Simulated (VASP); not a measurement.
Input of a VASP 6.6.1 run:

File INCAR:

```
SYSTEM = BeS
  ALGO = Normal
  EDIFF = 1E-6
  ENCUT = 600
  GGA = PS
  GGA_COMPAT = .FALSE.
  ISIF = 2
  ISMEAR = 0
  LASPH = .TRUE.
  LCHARG = .FALSE.
  LREAL = .FALSE.
  LWAVE = .FALSE.
  NBANDS = 11
  NELM = 120
  PREC = Accurate
  SIGMA = 0.1
```

Contents of KPOINTS:

```
k-points
0
G
  6 6 6
  0 0 0
```

File POSCAR:

```
BeS
1.0
    0.0000000000      2.2919933136      2.2919933136
    2.2919933136      0.0000000000      2.2919933136
    2.2919933136      2.2919933136      0.0000000000
Be S
1 1
Direct
    0.0000000000      0.0000000000      0.0000000000
    0.5000000000      0.5000000000      0.5000000000
```

Potentials or basis: VASP PAW PBE potentials, release 64 (Be, S).

Command:

```sh
$ cat potpaw_PBE.64/Be/POTCAR potpaw_PBE.64/S/POTCAR > POTCAR
$ mpirun -np 1 vasp_std > vasp.out
```

Question: Predict the band gap on the k mesh.

Answer: 0.98 eV, indirect (least direct gap 4.31 eV).

Question: Predict the pressure.

Answer: 0.9 GPa.

Caveat: the cell differs from its parent crystal (Ca replaced by Be, lengths x 0.829, strained); the PAW data sets were made with another functional, which shifts forces and pressure a little. A k mesh can miss the band edges.
